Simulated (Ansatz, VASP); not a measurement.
Two plane-wave programs on ZnS

File POSCAR:

```
ZnS
1.0
    3.8069588183      0.0000000000      0.0000000000
   -1.9034794091      3.2969230478      0.0000000000
    0.0000000000      0.0000000000      6.2466339621
Zn S
2 2
Direct
    0.3333333333      0.6666666667     -0.0185013482
    0.6666666667      0.3333333333      0.4814986518
    0.3333333333      0.6666666667      0.3935013482
    0.6666666667      0.3333333333      0.8935013482
```

The input INCAR.step1:

```
PREC = Accurate
ENCUT = 520
ISMEAR = 0
SIGMA = 0.01
LREAL = False
LASPH = True
NELM = 100
NBANDS = 26
GGA = PE
ALGO = Normal
EDIFF = 1E-4
LWAVE = True
LCHARG = False
```

File INCAR.step2:

```
PREC = Accurate
ENCUT = 520
EDIFF = 1E-6
ISMEAR = 0
SIGMA = 0.01
LREAL = False
LASPH = True
NELM = 100
ALGO = Normal
ISIF = 2
LWAVE = False
LCHARG = False
METAGGA = R2SCAN
LMIXTAU = True
NBANDS = 26
ISTART = 1
```

KPOINTS

```
Automatic mesh
0
Gamma
  9 9 4
```

Input for Ansatz:

```yaml
crystal:
  lattice:
    - [3.8069588183, 0.0, 0.0]
    - [-1.9034794091, 3.2969230478, 0.0]
    - [0.0, 0.0, 6.2466339621]
  atoms:
    - { symbol: Zn, position: [0.3333333333, 0.6666666667, -0.0185013482] }
    - { symbol: Zn, position: [0.6666666667, 0.3333333333, 0.4814986518] }
    - { symbol: S, position: [0.3333333333, 0.6666666667, 0.3935013482] }
    - { symbol: S, position: [0.6666666667, 0.3333333333, 0.8935013482] }
basis:
  ecutwfc: 500
  xc_grid: 2
kpoints:
  mp_grid: { grid: [9, 9, 4] }
hamiltonian:
  xc: r2scan
  pseudopotentials: { kind: paw, azcp: { folder: soft_1 } }
scf:
  occupations: { method: fixed }
output:
  forces: true
  stress: true
  eigenvalues: true
  polarization: {}
```

Change from the starting cell: polar distortion scaled by 0.70.

Alike in both runs: task single point; functional r2SCAN; k mesh 9 × 9 × 4; no spin polarisation.

|  | VASP | Ansatz |
| --- | --- | --- |
| version | VASP 6.6.1 | Ansatz 0.2.0 |
| potentials or method | VASP PAW PBE potentials, release 64 (Zn, S), cutoff 520 eV | scalar-relativistic, plane waves, PAW |
| occupations | gaussian, width 0.01 eV | fixed |
| valence electrons in the cell | 36 | 36 |

```csv
,VASP,Ansatz,Ansatz less VASP
gap on the k mesh at the Fermi level (eV),2.87,2.86,-0.010
least direct gap on the mesh (eV),2.87,2.86,-0.010
pressure (GPa),1.6,1.6,-0.05
"traceless stress, the component that is largest in VASP (GPa)",-3.91,-3.83,+0.072
rms of the force components (eV/Å),0.438,0.435,-0.0023
```

VASP's potentials were made for PBE, not for r2SCAN. Atom by atom the forces differ by 0.002 eV/Å (rms over components).
